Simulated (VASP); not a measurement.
A run of VASP 6.6.1 is set up as follows.

The input INCAR:

```
SYSTEM = PbS
PREC = Accurate
ENCUT = 520
EDIFF = 1E-6
ISMEAR = 0
SIGMA = 0.02
LREAL = .False.
LASPH = .True.
NELM = 100
ALGO = Normal
ISIF = 2
LWAVE = .False.
LCHARG = .False.
GGA = PS
NBANDS = 28
```

KPOINTS

```
Automatic mesh
0
Gamma
  4 6 6
  0 0 0
```

File POSCAR:

```
PbS
1.0
   11.6934908123      0.0000000000      0.0000000000
    0.0000000000      3.1094680685      3.1113369940
    0.0000000000     -3.1094680685      3.1113369940
Pb S
2 2
Direct
    0.6245814000      0.2566380300      0.7566380300
    0.3754186000      0.7566380300      0.2566380300
    0.6136752500      0.7643619700      0.2643619700
    0.3863247500      0.2643619700      0.7643619700
```

Potentials or basis: VASP PAW PBE potentials, release 64 (Pb_d, S).

Command:

```bash
$ cat potpaw_PBE.64/Pb_d/POTCAR potpaw_PBE.64/S/POTCAR > POTCAR
$ mpirun -np 1 vasp_std > vasp.out
```

Q: Estimate the band gap on the k mesh.

A: 1.93 eV, indirect (least direct gap 1.95 eV).

Q: Estimate the largest force.

A: 0.845 eV/Å.

Forces in eV/Å, atoms in the order of the input:
```
Pb  -0.844  0.000 -0.040
Pb   0.844  0.000 -0.040
S   -0.534  0.000  0.040
S    0.534  0.000  0.040
```

Caveat: the cell differs from its parent crystal (functional PBEsol, strained); the PAW data sets were made with another functional, which shifts forces and pressure a little; spin-orbit coupling is left out, which moves the levels of the heavy elements.
